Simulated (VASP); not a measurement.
# FeNi (P4/mmm) in VASP: a series of runs, part 2 of 2

VASP 6.6.1. The steps go on from the part before.

## Step 3: Single point, r2SCAN, collinear spin, ferromagnetic start (10.49 Å³/atom)

This run uses another cell than the first one, of 10.49 Å³/atom.

POSCAR

```
FeNi
1.0
    2.4572650540      0.0000000000      0.0000000000
    0.0000000000      2.4572650540      0.0000000000
    0.0000000000      0.0000000000      3.4749997729
Fe Ni
1 1
Direct
    0.0000000000      0.0000000000      0.0000000000
    0.5000000000      0.5000000000      0.5000000000
```

INCAR.step1

```
SYSTEM = FeNi
PREC     = Accurate       ! precision mode
ENCUT    = 520            ! plane-wave cutoff, eV
ISMEAR   = 0              ! smearing method
SIGMA    = 0.1            ! smearing width, eV
LREAL    = .False.        ! projectors in reciprocal space
LASPH    = .True.         ! aspherical terms in the spheres
NELM     = 150            ! most SCF steps
ISPIN    = 2              ! spin polarisation
MAGMOM   = 3.25 0.85      ! initial moments
LMAXMIX  = 4              ! l up to which the mixer works
NBANDS   = 20             ! bands
GGA      = PE             ! functional
ALGO     = Normal         ! electronic algorithm
EDIFF    = 1E-4           ! SCF threshold, eV
LWAVE    = .True.         ! write WAVECAR
LCHARG   = .False.        ! write CHGCAR
```

INCAR.step2

```
SYSTEM = FeNi
PREC     = Accurate       ! precision mode
ENCUT    = 520            ! plane-wave cutoff, eV
EDIFF    = 1E-7           ! SCF threshold, eV
ISMEAR   = 0              ! smearing method
SIGMA    = 0.1            ! smearing width, eV
LREAL    = .False.        ! projectors in reciprocal space
LASPH    = .True.         ! aspherical terms in the spheres
NELM     = 150            ! most SCF steps
ALGO     = Normal         ! electronic algorithm
ISIF     = 2              ! what is computed and relaxed
LWAVE    = .False.        ! write WAVECAR
LCHARG   = .False.        ! write CHGCAR
ISPIN    = 2              ! spin polarisation
MAGMOM   = 3.25 0.85      ! initial moments
LORBIT   = 11             ! projections on sites
LMAXMIX  = 4              ! l up to which the mixer works
METAGGA  = R2SCAN         ! meta-GGA
LMIXTAU  = .True.       
NBANDS   = 20             ! bands
ISTART   = 1
```

KPOINTS

```
Automatic mesh
0
Gamma
  16 16 12
  0 0 0
```

Potentials or basis: VASP PAW PBE potentials, release 64 (Fe, Ni).

Run with:

```
> cat potpaw_PBE.64/Fe/POTCAR potpaw_PBE.64/Ni/POTCAR > POTCAR
> cp INCAR.step1 INCAR
> mpirun -np 1 vasp_std > vasp.out
> cp INCAR.step2 INCAR
> mpirun -np 1 vasp_std > vasp.out
```

OUTCAR:

```text
SYSTEM = FeNi
   PREC = Accurate
   ENCUT = 520
   EDIFF = 1E-7
   ISMEAR = 0
   LREAL = .False.
   LASPH = .True.
   NELM = 150
   ISIF = 2
   ISPIN = 2
   LORBIT = 11
   METAGGA = R2SCAN
   ISTART = 1

 ion  position               nearest neighbor table
   1  0.000  0.000  0.000-   2 2.46   2 2.46   2 2.46   2 2.46   2 2.46   2 2.46   2 2.46   2 2.46

   2  0.500  0.500  0.500-   1 2.46   1 2.46   1 2.46   1 2.46   1 2.46   1 2.46   1 2.46   1 2.46

  LATTYP: Found a simple tetragonal cell.
 ALAT       =     2.4572650540
 C/A-ratio  =     1.4141737650

  Lattice vectors:

 A1 = (   2.4572650540,   0.0000000000,   0.0000000000)
 A2 = (   0.0000000000,   2.4572650540,   0.0000000000)
 A3 = (   0.0000000000,   0.0000000000,   3.4749997729)
[... 1320 lines left out ...]
  energy-cutoff  :      520.00
  volume of cell :       20.98
      direct lattice vectors                 reciprocal lattice vectors
     2.457265054  0.000000000  0.000000000     0.406956506  0.000000000  0.000000000
     0.000000000  2.457265054  0.000000000     0.000000000  0.406956506  0.000000000
     0.000000000  0.000000000  3.474999773     0.000000000  0.000000000  0.287769803

 POSITION                                       TOTAL-FORCE (eV/Angst)
 -----------------------------------------------------------------------------------
      0.00000      0.00000      0.00000         0.000000      0.000000      0.000000
      1.22863      1.22863      1.73750         0.000000      0.000000      0.000000
 -----------------------------------------------------------------------------------
    total drift:                                0.000000     -0.000000     -0.000000

  FREE ENERGIE OF THE ION-ELECTRON SYSTEM (eV)
  ---------------------------------------------------
  free  energy   TOTEN  =       -26.4556550379 eV

  energy  without entropy=      -26.4511171541  energy(sigma->0) =      -26.45338610

 total charge

# of ion       s       p       d       tot
------------------------------------------
    1        0.511   0.595   6.200   7.306
    2        0.566   0.630   8.357   9.553
--------------------------------------------------
tot          1.077   1.225  14.557  16.859

 magnetization (x)

# of ion       s       p       d       tot
------------------------------------------
    1        0.007  -0.048   2.851   2.811
    2       -0.037  -0.110   0.788   0.641
--------------------------------------------------
tot         -0.030  -0.158   3.640   3.452
```

OSZICAR.step1:

```text
N       E                     dE             d eps       ncg     rms          rms(c)
DAV:   1     0.845202238563E+02    0.84520E+02   -0.82578E+03 27928   0.123E+03
DAV:   2    -0.111666659402E+02   -0.95687E+02   -0.85859E+02 25500   0.220E+02
DAV:   3    -0.156669476531E+02   -0.45003E+01   -0.43145E+01 28248   0.571E+01
DAV:   4    -0.157134166898E+02   -0.46469E-01   -0.46440E-01 28312   0.536E+00
DAV:   5    -0.157144942671E+02   -0.10776E-02   -0.10775E-02 28356   0.812E-01    0.162E+01
DAV:   6    -0.141181838592E+02    0.15963E+01   -0.67515E+00 28132   0.551E+01    0.843E+00
DAV:   7    -0.144970538632E+02   -0.37887E+00   -0.30566E+00 31720   0.445E+01    0.128E+01
DAV:   8    -0.137939353284E+02    0.70312E+00   -0.16174E+00 32752   0.327E+01    0.392E+00
DAV:   9    -0.137780154701E+02    0.15920E-01   -0.50019E-02 35600   0.341E+00    0.183E+00
DAV:  10    -0.137677433356E+02    0.10272E-01   -0.47175E-03 39080   0.125E+00    0.489E-01
DAV:  11    -0.137673603345E+02    0.38300E-03   -0.69560E-04 29276   0.363E-01    0.132E-01
DAV:  12    -0.137674074769E+02   -0.47142E-04   -0.13267E-04 15824   0.191E-01
   1 F= -.13767407E+02 E0= -.13763881E+02  d E =-.705306E-02  mag=     3.1187
```

It took 8 min on 1 thread of Intel Xeon 6975P-C (Granite Rapids), shared host; peak memory 0.31 GiB.

What came out:

* Free energy: -26.4557 eV
* Pressure: 13.8 GPa
* Net moment: 3.41 μB per cell
* Site moments: Fe +2.81; Ni +0.64 μB
* Valence electrons inside the program's atomic spheres: Fe 7.31; Ni 9.55

Stress tensor (GPa, compression positive):
```
13.72  0.00  0.00
 0.00 13.72  0.00
 0.00  0.00 13.83
```

Levels at points of the mesh, in eV from the Fermi level:
Spin up:
| k point | band 8 | band 9 | band 10 | band 11 | band 12 | band 13 | band 14 | band 15 |
| --- | --- | --- | --- | --- | --- | --- | --- | --- |
| (0.00, 0.00, 0.00) | -2.13 | -1.12 | -0.90 | -0.90 | 2.57 | 10.01 | 15.78 | 15.78 |
| (0.50, 0.00, 0.00) | -2.21 | -2.19 | -1.83 | 0.62 | 1.04 | 12.32 | 12.41 | 13.51 |
| (0.50, 0.50, 0.00) | -0.90 | -0.90 | -0.71 | 2.60 | 2.60 | 9.82 | 10.23 | 15.24 |
| (0.00, 0.00, 0.50) | -2.48 | -2.04 | -2.04 | -1.90 | -1.36 | 20.36 | 20.36 | 20.65 |
| (0.50, 0.00, 0.50) | -1.17 | -1.15 | -1.09 | -0.50 | -0.37 | 6.14 | 6.72 | 22.71 |
| (0.50, 0.50, 0.50) | -2.08 | -1.10 | -0.71 | 8.29 | 8.29 | 8.41 | 8.41 | 10.41 |
Spin down:
| k point | band 5 | band 6 | band 7 | band 8 | band 9 | band 10 | band 11 | band 12 |
| --- | --- | --- | --- | --- | --- | --- | --- | --- |
| (0.00, 0.00, 0.00) | -1.52 | -0.91 | -0.64 | 0.76 | 2.12 | 2.12 | 2.35 | 2.94 |
| (0.50, 0.00, 0.00) | -1.65 | -1.50 | -0.92 | -0.86 | 1.44 | 1.64 | 1.89 | 4.13 |
| (0.50, 0.50, 0.00) | 0.75 | 1.07 | 1.76 | 1.76 | 2.32 | 2.33 | 2.33 | 2.85 |
| (0.00, 0.00, 0.50) | -1.43 | -1.10 | -1.10 | -0.58 | 0.70 | 1.22 | 1.22 | 2.86 |
| (0.50, 0.00, 0.50) | -1.38 | -0.85 | -0.77 | -0.47 | 0.90 | 2.07 | 2.12 | 2.41 |
| (0.50, 0.50, 0.50) | -1.80 | -1.80 | -0.71 | 0.75 | 1.84 | 2.85 | 8.94 | 8.94 |

Caveat: the cell stands under pressure; the PAW data sets were made with another functional, which shifts forces and pressure a little.
